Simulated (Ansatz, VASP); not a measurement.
## HfO2 in VASP and in Ansatz

INCAR

```
SYSTEM = HfO2
PREC = Accurate ; ENCUT = 520
EDIFF = 1E-7 ; ISMEAR = -1
SIGMA = 0.05 ; LREAL = .FALSE.
LASPH = .TRUE. ; NELM = 80
ALGO = Normal ; ISIF = 2
LWAVE = .FALSE. ; LCHARG = .FALSE.
GGA = PE ; IVDW = 12
NBANDS = 56
```

Contents of KPOINTS:

```
Automatic mesh
0
G
  5 6 5
  0 0 0
```

The input POSCAR:

```
HfO2
1.0
    5.2540303499      0.0000000000      0.0000000000
    0.0000000000      5.0379087863      0.0000000000
    0.0000000000      0.0000000000      5.0660150614
Hf O
4 8
Direct
    0.9669940000      0.7325208200      0.7414403500
    0.5330060000      0.7325208200      0.2414403500
    0.4669940000      0.2674791800      0.7414403500
    0.0330060000      0.2674791800      0.2414403500
    0.6321274500      0.9286454000      0.8792672600
    0.8678725500      0.9286454000      0.3792672600
    0.2339485200      0.5398830500      0.4922923900
    0.2660514800      0.5398830500      0.9922923900
    0.7660514800      0.4601169500      0.9922923900
    0.7339485200      0.4601169500      0.4922923900
    0.1321274500      0.0713546000      0.8792672600
    0.3678725500      0.0713546000      0.3792672600
```

Contents of input.yaml:

```yaml
crystal:
  lattice:
    - [5.2540303499, 0.0, 0.0]
    - [0.0, 5.0379087863, 0.0]
    - [0.0, 0.0, 5.0660150614]
  atoms:
    - { symbol: Hf, position: [0.966994, 0.73252082, 0.74144035] }
    - { symbol: Hf, position: [0.533006, 0.73252082, 0.24144035] }
    - { symbol: Hf, position: [0.466994, 0.26747918, 0.74144035] }
    - { symbol: Hf, position: [0.033006, 0.26747918, 0.24144035] }
    - { symbol: O, position: [0.63212745, 0.9286454, 0.87926726] }
    - { symbol: O, position: [0.86787255, 0.9286454, 0.37926726] }
    - { symbol: O, position: [0.23394852, 0.53988305, 0.49229239] }
    - { symbol: O, position: [0.26605148, 0.53988305, 0.99229239] }
    - { symbol: O, position: [0.76605148, 0.46011695, 0.99229239] }
    - { symbol: O, position: [0.73394852, 0.46011695, 0.49229239] }
    - { symbol: O, position: [0.13212745, 0.0713546, 0.87926726] }
    - { symbol: O, position: [0.36787255, 0.0713546, 0.37926726] }
hamiltonian:
  xc: pbe
  pseudopotentials: { kind: paw }
  dispersion: d3bj
kpoints:
  mp_grid: { grid: [5, 6, 5] }
scf:
  occupations: { method: fermi_dirac, width: 0.05 }
output:
  forces: true
  stress: true
  eigenvalues: true
  write_density: true
  write_potential: true
  elf: true
  volumetric_format: npy
```

Alike in both runs: task single point; functional PBE; dispersion D3(BJ); k mesh 5 × 6 × 5; occupations fermi-dirac, width 0.05 eV; no spin polarisation.

|  | VASP | Ansatz |
| --- | --- | --- |
| version | VASP 6.6.1 | Ansatz 0.2.0 |
| potentials or method | VASP PAW PBE potentials, release 64 (Hf_pv, O) | Ansatz PAW |
| plane-wave cutoff (eV) | 520 | 420 |
| valence electrons in the cell | 88 | 152 |

|  | VASP | Ansatz | Ansatz less VASP |
| --- | --- | --- | --- |
| gap on the k mesh at the Fermi level (eV) | 4.37 | 4.41 | +0.046 |
| least direct gap on the mesh (eV) | 4.58 | 4.61 | +0.039 |
| pressure (GPa) | -2.3 | 0.9 | +3.29 |
| traceless stress, the component that is largest in VASP (GPa) | -0.06 | -0.06 | +0.007 |
| rms of the force components (eV/Å) | 0.024 | 0.030 | +0.0062 |

Atom by atom the forces differ by 0.027 eV/Å (rms over components). VASP's potentials hold 88 valence electrons a cell and Ansatz's 152, so a difference there can come from the potentials and not from the codes.

Spin-orbit coupling is off throughout. Noted on Ansatz's run: odd divisions of the mesh miss points on the zone boundary, where band edges often lie, so the gap on the mesh can be too wide.
